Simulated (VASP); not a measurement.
# ZnBr (R-3m) in VASP: notebook, part 2 of 2

VASP 6.6.1. The steps go on from the part before.

## Step 4: Single point, PBE

This run uses another cell than the first one, of 24.99 Å³/atom, 0.995 times its volume.

Input file INCAR:

```
PREC = Accurate ; ENCUT = 520
EDIFF = 1E-6 ; ISMEAR = 0
SIGMA = 0.1 ; LREAL = False
LASPH = True ; NELM = 100
ALGO = Normal ; ISIF = 2
LWAVE = False ; LCHARG = True
GGA = PE ; LELF = True
LVHAR = True ; NBANDS = 16
```

Input file KPOINTS:

```
Automatic mesh
0
Gamma
  18 18 18
```

Input file POSCAR:

```
ZnBr
1.0
    2.0684064551      1.1941950236      3.3722843923
   -2.0684064551      1.1941950236      3.3722843923
    0.0000000000     -2.3883900472      3.3722843923
Zn Br
1 1
Direct
    0.0000000000      0.0000000000      0.0000000000
    0.5000000000      0.5000000000      0.5000000000
```

Potentials or basis: VASP PAW PBE potentials, release 64 (Zn, Br).

Run with:

```
cat potpaw_PBE.64/Zn/POTCAR potpaw_PBE.64/Br/POTCAR > POTCAR
mpirun -np 1 vasp_std > vasp.out
```

OUTCAR:

```text
PREC = Accurate
   ENCUT = 520
   EDIFF = 1E-6
   ISMEAR = 0
   LREAL = False
   LASPH = True
   NELM = 100
   ISIF = 2
   GGA = PE

 ion  position               nearest neighbor table
   1  0.000  0.000  0.000-
   2  0.500  0.500  0.500-

  LATTYP: Found a trigonal (rhomboedric) cell.
 ALAT       =     4.1323974930
 COS(alpha) =     0.4989309412

  Lattice vectors:

 A1 = (   2.0684064551,   1.1941950236,   3.3722843923)
 A2 = (  -2.0684064551,   1.1941950236,   3.3722843923)
 A3 = (   0.0000000000,  -2.3883900472,   3.3722843923)

Analysis of symmetry for initial positions (statically):
=====================================================================
 Subroutine PRICEL returns:
 Original cell was already a primitive cell.

 Routine SETGRP: Setting up the symmetry group for a
 trigonal (rhombohedral) supercell.

 Subroutine GETGRP returns: Found 12 space group operations
 (whereof 12 operations were pure point group operations)
 out of a pool of 12 trial point group operations.

The static configuration has the point symmetry D_3d.

Analysis of symmetry for dynamics (positions and initial velocities):
=====================================================================
 Subroutine PRICEL returns:
 Original cell was already a primitive cell.

 Routine SETGRP: Setting up the symmetry group for a
 trigonal (rhombohedral) supercell.

 Subroutine GETGRP returns: Found 12 space group operations
 (whereof 12 operations were pure point group operations)
 out of a pool of 12 trial point group operations.

The dynamic configuration has the point symmetry D_3d.

 Subroutine INISYM returns: Found 12 space group operations
 (whereof 12 operations are pure point group operations),
 and found     1 'primitive' translations

----------------------------------------------------------------------------------------

                                     Primitive cell

  volume of cell :      49.9789

  direct lattice vectors                    reciprocal lattice vectors
     2.068406455  1.194195024  3.372284392     0.241731986  0.139564027  0.098844965
    -2.068406455  1.194195024  3.372284392    -0.241731986  0.139564027  0.098844965
     0.000000000 -2.388390047  3.372284392     0.000000000 -0.279128054  0.098844965

  length of vectors
     4.132397493  4.132397493  4.132397493     0.296112813  0.296112813  0.296112813

  position of ions in fractional coordinates (direct lattice)
     0.000000000  0.000000000  0.000000000
     0.500000000  0.500000000  0.500000000

  ion indices of the primitive-cell ions
   primitive index   ion index
                 1           1
                 2           2

----------------------------------------------------------------------------------------

 KPOINTS: Automatic mesh

Automatic generation of k-mesh.
 Grid dimensions read from file:
 generate k-points for:   18   18   18

 Generating k-lattice:

  Cartesian coordinates                     Fractional coordinates (reciprocal lattice)
     0.013429555  0.007753557  0.005491387     0.055555556  0.000000000  0.000000000
    -0.013429555  0.007753557  0.005491387     0.000000000  0.055555556  0.000000000
     0.000000000 -0.015507114  0.005491387     0.000000000  0.000000000  0.055555556

  Length of vectors
     0.016450712  0.016450712  0.016450712

  Shift w.r.t. Gamma in fractional coordinates (k-lattice)
     0.000000000  0.000000000  0.000000000

 Subroutine IBZKPT returns following result:
 ===========================================

 Found    580 irreducible k-points:

 Following reciprocal coordinates:
            Coordinates               Weight
  0.000000  0.000000  0.000000      1.000000
  0.055556 -0.000000  0.000000      6.000000
  0.111111 -0.000000  0.000000      6.000000
  0.166667 -0.000000  0.000000      6.000000
  0.222222  0.000000  0.000000      6.000000
  0.277778  0.000000 -0.000000      6.000000
[... 16 lines left out ...]
 -0.277778  0.055556  0.000000     12.000000
 -0.222222  0.055556 -0.000000     12.000000
 [... further k-points ...]
   k-points           NKPTS =    580   k-points in BZ     NKDIM =    580   number of bands    NBANDS=     16
   number of dos      NEDOS =    301   number of ions     NIONS =      2
   total plane-waves  NPLWV =  32768
   dimension x,y,z NGX =    32 NGY =   32 NGZ =   32
   dimension x,y,z NGXF=    64 NGYF=   64 NGZF=   64
   ions per type =               1   1
   NGX,Y,Z   is equivalent  to a cutoff of  12.87, 12.87, 12.87 a.u.
   NGXF,Y,Z  is equivalent  to a cutoff of  25.75, 25.75, 25.75 a.u.
 SYSTEM =  unknown system
   PREC   = accura    normal or accurate (medium, high low for compatibility)
   ISTART =      0    job   : 0-new  1-cont  2-samecut
   ICHARG =      2    charge: 1-file 2-atom 10-const
   ISPIN  =      1    spin polarized calculation?
   LNONCOLLINEAR =      F non collinear calculations
   LSORBIT =      F    spin-orbit coupling
   LASPH  =      T    aspherical Exc in radial PAW
   ENCUT  =  520.0 eV  38.22 Ry    6.18 a.u.   7.68  7.68  7.68*2*pi/ulx,y,z
   NELM   =    100;   NELMIN=  2; NELMDL= -5     # of ELM steps
   EDIFF  = 0.1E-05   stopping-criterion for ELM
   LREAL  =      F    real-space projection
   EDIFFG = 0.1E-04   stopping-criterion for IOM
   NSW    =      0    number of steps for IOM
   IBRION =     -1    ionic relax: 0-MD 1-quasi-New 2-CG
   NFREE  =      0    steps in history (QN), initial steepest desc. (CG)
   ISIF   =      2    stress and relaxation
   ISYM   =      2    0-nonsym 1-usesym 2-fastsym
   POTIM  = 0.5000    time-step for ionic-motion
   TEBEG  =    0.0;   TEEND  =   0.0 temperature during run
   PSTRESS=    0.0 pullay stress
   NELECT =      19.0000    total number of electrons
   NUPDOWN=      -1.0000    fix difference up-down
   EMIN   =  10.00;   EMAX   =-10.00  energy-range for DOS
   EFERMI =   0.00;   METHOD = LEGACY
   ISMEAR =     0;   SIGMA  =   0.10  broadening in eV -4-tet -1-fermi 0-gaus
   EFERMI_NEDOS =   21; number of points for ismear=-14 and -15
   IALGO  =     38    algorithm
   IMIX   =      4    mixing-type and parameters
     AMIX     =   0.40;   BMIX     =  1.00
     AMIX_MAG =   1.60;   BMIX_MAG =  1.00
  volume/ion in A,a.u.               =      24.99       168.64
  Fermi-wavevector in a.u.,A,eV,Ry     =   1.185943  2.241107 19.136063  1.406461
  Thomas-Fermi vector in A             =   2.322126
   LORBIT       =      0    0 simple, 1 ext, 2 COOP (PROOUT), +10 PAW based schemes
   GGA     = PE    functional components
   LHFCALC =     F    Hartree Fock is set to
   AEXX    =    0.0000 exact exchange contribution
   IVDW    =     0    specifies the selected vdW correction
   LEPSILON=     F    determine dielectric tensor
   LRPA    =     F    only Hartree local field effects (RPA)
 non-spin polarized calculation
 Gauss-broadening in eV      SIGMA  =   0.10
  energy-cutoff  :      520.00
  volume of cell :       49.98
 maximum number of plane-waves:      1369
   NGX = 15   NGY = 15   NGZ = 15

 number of electron      18.9999998 magnetization

 Free energy of the ion-electron system (eV)
  ---------------------------------------------------
  ext. energy  EPLUGINS =         0.00000000
  ---------------------------------------------------
  free energy    TOTEN  =        -3.07115618 eV

  energy without entropy =       -3.06523441  energy(sigma->0) =       -3.06819529

 E-fermi :   2.4249     XC(G=0):  -9.1458

 val. band max:        2.4240831420   @ k =  -0.3333   0.3889   0.2222
 cond. band min:       2.4256359908   @ k =  -0.2778   0.3889   0.1667
 fundamental gap:      0.0015528489
 Fermi energy:         2.4248530649

 k-point     1 :       0.0000    0.0000    0.0000
  band No.  band energies     occupation
      1     -13.9913      2.00000
      2      -4.5648      2.00000
      3      -4.5648      2.00000
      4      -4.5561      2.00000
      5      -4.5561      2.00000
      6      -4.5559      2.00000
[... 8 lines left out ...]
     15       9.6872      0.00000
     16       9.6905      0.00000

 k-point     2 :       0.0556   -0.0000    0.0000
  band No.  band energies     occupation
      1     -13.9806      2.00000
      2      -4.5702      2.00000
      3      -4.5701      2.00000
      4      -4.5578      2.00000
      5      -4.5548      2.00000
      6      -4.5547      2.00000
[... 8 lines left out ...]
     15       9.7884      0.00000
     16       9.9922      0.00000
[... 387 lines left out ...]
      5      -4.5239      2.00000
      6      -4.5169      2.00000
[... 8 lines left out ...]
     15      11.1267      0.00000
     16      12.0368      0.00000

 k-point    24 :      -0.2222    0.0556   -0.0000
  band No.  band energies     occupation
      1     -13.8104      2.00000
      2      -4.6677      2.00000
      3      -4.6506      2.00000
      4      -4.6000      2.00000
      5      -4.5334      2.00000
      6      -4.5263      2.00000
[... 8 lines left out ...]
     15      10.5770      0.00000
     16      11.4319      0.00000

 [... further k-points ...]
[... 5 lines left out ...]
  --------------------------------------------------------------------------------------
  -------------------------------------------------------------------------------------
  Total        0.0063045      0.0063045      0.0124444     -0.0000000     -0.0000000      0.0000000
  in kB        0.2021047      0.2021047      0.3989305     -0.0000000     -0.0000000      0.0000000
  external PRESSURE =       0.2677133 kB  Pullay stress =       0.0000000 kB

 VOLUME and BASIS-vectors are now :
 -----------------------------------------------------------------------------
  energy-cutoff  :      520.00
  volume of cell :       49.98
      direct lattice vectors                 reciprocal lattice vectors
     2.068406455  1.194195024  3.372284392     0.241731986  0.139564027  0.098844965
    -2.068406455  1.194195024  3.372284392    -0.241731986  0.139564027  0.098844965
     0.000000000 -2.388390047  3.372284392     0.000000000 -0.279128054  0.098844965

 POSITION                                       TOTAL-FORCE (eV/Angst)
 -----------------------------------------------------------------------------------
      0.00000      0.00000      0.00000         0.000000      0.000000     -0.000000
      0.00000      0.00000      5.05843        -0.000000     -0.000000      0.000000
 -----------------------------------------------------------------------------------
    total drift:                               -0.000000     -0.000000     -0.000000

  FREE ENERGIE OF THE ION-ELECTRON SYSTEM (eV)
  ---------------------------------------------------
  free  energy   TOTEN  =        -3.0711561819 eV

  energy  without entropy=       -3.0652344065  energy(sigma->0) =       -3.06819529
```

Run time: 2.8 min. Hardware: 1 thread of AMD EPYC 9R45 (Zen 5), shared host; peak memory 0.54 GiB.

Results:

```
Free energy : -3.0712 eV
Pressure    : 0.0 GPa
```

Caveat: an odd number of electrons without spin polarisation forces a metal; a magnetic or distorted state may lie lower.
